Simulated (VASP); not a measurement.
Set up this calculation in VASP 6.6.1, as the native input.

| Item | Value |
| --- | --- |
| Task | single point |
| Functional | PBE |
| Potentials or basis | VASP PAW PBE potentials, release 64 (Pd, O, Co) |
| Cutoff | 520 eV |
| k mesh | 11 × 11 × 1 |
| Occupations | fermi-dirac, width 0.05 eV |
| Spin | collinear spin, ferromagnetic start |
| Starting moments | [0.0, 0.0, 0.0, 0.0, 2.0] μB |
| Dipole correction | no |
| Further INCAR settings | ALGO = Normal; EDIFF = 1e-06; NBANDS = 32 |

The structure of CoPd2O2 lies in POSCAR:

```
CoPd2O2
1.0
    2.8449990154      0.0000000000      0.0000000000
   -1.4224995077      2.4638414211      0.0000000000
    0.0000000000      0.0000000000     20.9600000000
Pd O Co
2 2 1
Direct
    0.6666666667      0.3333333333      0.3578244275
    0.3333333333      0.6666666667      0.6421755725
    0.6666666667      0.3333333333      0.4534943702
    0.3333333333      0.6666666667      0.5465056298
    0.0000000000      0.0000000000      0.5000000000
```

These files were run (other wordings do the same):

INCAR

```
SYSTEM = CoPd2O2
PREC = Accurate ; ENCUT = 520
EDIFF = 1E-6 ; ISMEAR = -1
SIGMA = 0.05 ; LREAL = .FALSE.
LASPH = .TRUE. ; NELM = 150
ALGO = Normal ; ISIF = 2
LWAVE = .FALSE. ; LCHARG = .FALSE.
ISPIN = 2 ; MAGMOM = 0 0 0 0 2
LORBIT = 11 ; LMAXMIX = 4
GGA = PE ; NBANDS = 32
```

KPOINTS

```
regular mesh
0
G
  11 11 1
  0 0 0
```

Potentials or basis: VASP PAW PBE potentials, release 64 (Pd, O, Co).

Launch:

```bash
$ cat potpaw_PBE.64/Pd/POTCAR potpaw_PBE.64/O/POTCAR potpaw_PBE.64/Co/POTCAR > POTCAR
$ mpirun -np 1 vasp_std > vasp.out
```

Results of the run:

| Property | Result |
| --- | --- |
| Largest force | 0.672 eV/Å |
| Net moment | 1.34 μB per cell |
| Site moments | Pd +0.43; O +0.06; Co +0.28 μB |
| Valence electrons inside the program's atomic spheres | Pd 9.23; O 4.98; Co 8.39 |

It took 19 min on 1 thread of AMD EPYC 7R13, on a shared host, peak memory 0.41 GiB.
